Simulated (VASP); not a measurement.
MgO, 6 atoms in the cell. It takes space group Fm-3m (No. 225, cubic). Conventional cell: a = 4.254 Å, b = 4.254 Å, c = 4.254 Å, α = 90.00°, β = 90.00°, γ = 90.00°. Within 2.8 Å of Mg (site symmetry m-3m) lie 6 O at 2.13 Å. O (site symmetry m-3m) has 6 Mg at 2.13 Å within 2.8 Å. 

```yaml
Program: VASP 6.6.1
Task: single point
Functional: PBE
Potentials_or_basis: VASP PAW PBE potentials, release 64 (Mg, O)
Cutoff: 520 eV
k_mesh: 9 × 9 × 4
Occupations: gaussian, width 0.02 eV
Spin: no spin polarisation
Dipole_correction: no
Further_INCAR_settings: ALGO = Normal; EDIFF = 1e-07; NBANDS = 21
```

Potentials or basis: VASP PAW PBE potentials, release 64 (Mg, O).

Command:

```sh
$ cat potpaw_PBE.64/Mg/POTCAR potpaw_PBE.64/O/POTCAR > POTCAR
$ mpirun -np 1 vasp_std > vasp.out
```

Hardware: 1 thread of Intel(R) Xeon(R) 6975P-C (Granite Rapids) (shared host).

Q: Estimate the wall time of this run.

A: Wall time 18 s on 1 thread of Intel(R) Xeon(R) 6975P-C (Granite Rapids) (shared host), peak memory 0.19 GiB. Counts: scf iterations 13, k points 43.
